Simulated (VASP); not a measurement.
Here is a VASP 6.6.1 calculation.

The input INCAR:

```
ALGO = Normal
EDIFF = 1E-6
ENCUT = 520
GGA = PE
ISIF = 2
ISMEAR = 0
LASPH = T
LCHARG = T
LELF = T
LREAL = F
LVHAR = T
LWAVE = F
NBANDS = 11
NELM = 100
PREC = Accurate
SIGMA = 0.01
```

The input KPOINTS:

```
k-points
0
Gamma
  6 6 6
```

The input POSCAR:

```
AlN
1.0
    0.0000000000      2.2722714690      2.2722714690
    2.2722714690      0.0000000000      2.2722714690
    2.2722714690      2.2722714690      0.0000000000
Al N
1 1
Direct
    0.0000000000      0.0000000000      0.0000000000
    0.2500000000      0.2500000000      0.2500000000
```

Potentials or basis: VASP PAW PBE potentials, release 64 (Al, N).

Launch:

```console
$ cat potpaw_PBE.64/Al/POTCAR potpaw_PBE.64/N/POTCAR > POTCAR
$ mpirun -np 1 vasp_std > vasp.out
```

Question: What does it give for the band gap on the k mesh?

Answer: 3.18 eV, direct.

Question: Estimate the pressure.

Answer: -15.4 GPa.

Caveat: the cell differs from its parent crystal (strain +4.0%). A k mesh can miss the band edges.
